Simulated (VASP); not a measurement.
A run of VASP 6.6.1 is set up as follows.

The input POSCAR:

```
Ti
1.0
    2.9350879604      0.0000000000      0.0000000000
   -1.4675439802      2.5418607360      0.0000000000
    0.0000000000      0.0000000000      4.4529000000
Ti
2
Direct
    0.3333333333      0.6666666667      0.2500000000
    0.6666666667      0.3333333333      0.7500000000
```

File INCAR.step1:

```
PREC = Accurate ; ENCUT = 520
ISMEAR = 1 ; SIGMA = 0.05
LREAL = F ; LASPH = T
NELM = 60 ; NBANDS = 19
GGA = PE ; ALGO = Normal
EDIFF = 1E-4 ; LWAVE = T
LCHARG = F
```

Contents of INCAR.step2:

```
PREC = Accurate ; ENCUT = 520
EDIFF = 1E-7 ; ISMEAR = 1
SIGMA = 0.05 ; LREAL = F
LASPH = T ; NELM = 60
ALGO = Normal ; ISIF = 2
LWAVE = F ; LCHARG = F
METAGGA = R2SCAN ; LMIXTAU = T
NBANDS = 19 ; ISTART = 1
```

KPOINTS

```
regular mesh
0
Gamma
  18 18 10
```

Potentials or basis: VASP PAW PBE potentials, release 64 (Ti_sv).

Launch:

```sh
$ cat potpaw_PBE.64/Ti_sv/POTCAR > POTCAR
$ cp INCAR.step1 INCAR
$ mpirun -np 1 vasp_std > vasp.out
$ cp INCAR.step2 INCAR
$ mpirun -np 1 vasp_std > vasp.out
```

Estimate the pressure.

5.5 GPa.

What does it give for the band gap on the k mesh?

Zero (bands 12 and 13 overlap by 1.24 eV).

Stress tensor (GPa, compression positive):
```
3.75 0.00 0.00
0.00 3.75 0.00
0.00 0.00 9.14
```

Caveat: the stress differs along the axes, from 4 to 9 GPa; the PAW data sets were made with another functional, which shifts forces and pressure a little.
